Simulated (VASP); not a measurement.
Write the native input for VASP 6.6.1 that does the following.

```
Task                   : single point
Functional             : PBEsol
Dispersion             : D3(BJ)
Potentials or basis    : VASP PAW PBE potentials, release 64 (Sn_d)
Cutoff                 : 520 eV
k mesh                 : 20 × 20 × 20
Occupations            : gaussian, width 0.15 eV
Spin                   : no spin polarisation
Dipole correction      : no
Further INCAR settings : ALGO = Fast; EDIFF = 1e-06; NBANDS = 13
```

The structure of Sn lies in POSCAR:

```
Sn
1.0
   -1.7956005600      1.8465688800      2.1512746400
    1.7956005600     -1.8465688800      2.1512746400
    1.7956005600      1.8465688800     -2.1512746400
Sn
1
Direct
    0.0000000000      0.0000000000      0.0000000000
```

This cell differs from its parent crystal: strain +0.040 along x and y, -0.080 along z.

The input as run:

INCAR

```
PREC = Accurate
ENCUT = 520
EDIFF = 1E-6
ISMEAR = 0
SIGMA = 0.15
LREAL = F
LASPH = T
NELM = 100
ALGO = Fast
ISIF = 2
LWAVE = F
LCHARG = F
GGA = PS
IVDW = 12
NBANDS = 13
```

KPOINTS

```
Automatic mesh
0
Gamma
  20 20 20
```

Potentials or basis: VASP PAW PBE potentials, release 64 (Sn_d).

Launch:

```sh
$ cat potpaw_PBE.64/Sn_d/POTCAR > POTCAR
$ mpirun -np 1 vasp_std > vasp.out
```

It gave:

* Pressure: -5.8 GPa
* Band gap on the k mesh: zero (band 7 reaches 14.54 eV, above the bottom of band 8 at 5.33 eV)
* Dispersion energy per atom: -0.370 eV

Caveat: the cell differs from its parent crystal (strain +0.040 along x and y, -0.080 along z); the PAW data sets were made with another functional, which shifts forces and pressure a little; spin-orbit coupling is left out, which moves the levels of the heavy elements; pairwise dispersion overbinds metals, which lowers pressure and volume.

Wall time 3 min on 1 thread of Intel(R) Xeon(R) 6975P-C (Granite Rapids), on a shared host, peak memory 0.49 GiB.
